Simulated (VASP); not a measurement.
Here is a VASP 6.6.1 calculation.

File INCAR:

```
ALGO = Normal
EDIFF = 1E-6
EDIFFG = -0.02
ENCUT = 600
GGA = PE
IBRION = 2
ISIF = 3
ISMEAR = 0
IVDW = 12
LASPH = True
LCHARG = False
LREAL = False
LWAVE = False
NELM = 60
NSW = 90
PREC = Accurate
SIGMA = 0.1
```

The input KPOINTS:

```
k-points
0
Gamma
  12 12 12
```

File POSCAR:

```
MoS2
1.0
    1.5709877215      0.9070101839      5.9683048880
   -1.5709877215      0.9070101839      5.9683048880
    0.0000000000     -1.8140203678      5.9683048880
Mo S
1 2
Direct
    0.0000000000      0.0000000000      0.0000000000
    0.7558003610      0.7558003610      0.7558003610
    0.2441996390      0.2441996390      0.2441996390
```

Potentials or basis: VASP PAW PBE potentials, release 64 (Mo_sv, S).

Run with:

```sh
$ cat potpaw_PBE.64/Mo_sv/POTCAR potpaw_PBE.64/S/POTCAR > POTCAR
$ mpirun -np 1 vasp_std > vasp.out
```

(1) Estimate the relaxed cell.

(2) Estimate the band gap on the k mesh.

Answers

(1) a = 6.237 Å, b = 6.237 Å, c = 6.237 Å, α = 29.10°, β = 29.10°, γ = 29.10°.

(2) zero (bands 13 and 14 overlap by 0.48 eV).
